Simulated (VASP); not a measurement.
Mg: single point with PBE

Crystal: Mg.

```xyz
1
Lattice="2.6019 0.0000 0.0000 0.0000 2.6019 0.0000 0.0000 0.0000 2.6019" Properties=species:S:1:pos:R:3 pbc="T T T"
Mg    0.0000    0.0000    0.0000
```

This isn't the form of Mg at room conditions, which is hcp.

- Program: VASP 6.6.1
- Task: single point
- Functional: PBE
- Potentials or basis: VASP PAW PBE potentials, release 64 (Mg)
- Cutoff: 600 eV
- k mesh: 15 × 15 × 15
- Occupations: fermi-dirac, width 0.1 eV
- Spin: no spin polarisation
- Dipole correction: no
- Further INCAR settings: ALGO = Normal; EDIFF = 1e-06; NBANDS = 7

| Property | Result |
| --- | --- |
| Pressure | 24.1 GPa |
| Band gap on the k mesh | zero (bands 1 and 2 overlap by 7.02 eV) |

Levels at points of the mesh, in eV from the Fermi level:
```
           k point  band 1  band 2  band 3  band 4  band 5  band 6
(0.00, 0.00, 0.00)   -8.18    9.72    9.72   13.06   13.06   13.06
```

Wall time 18 s on 1 thread of Intel Xeon 8259CL (shared host), peak memory 0.15 GiB.

Caveat: the cell stands under pressure.
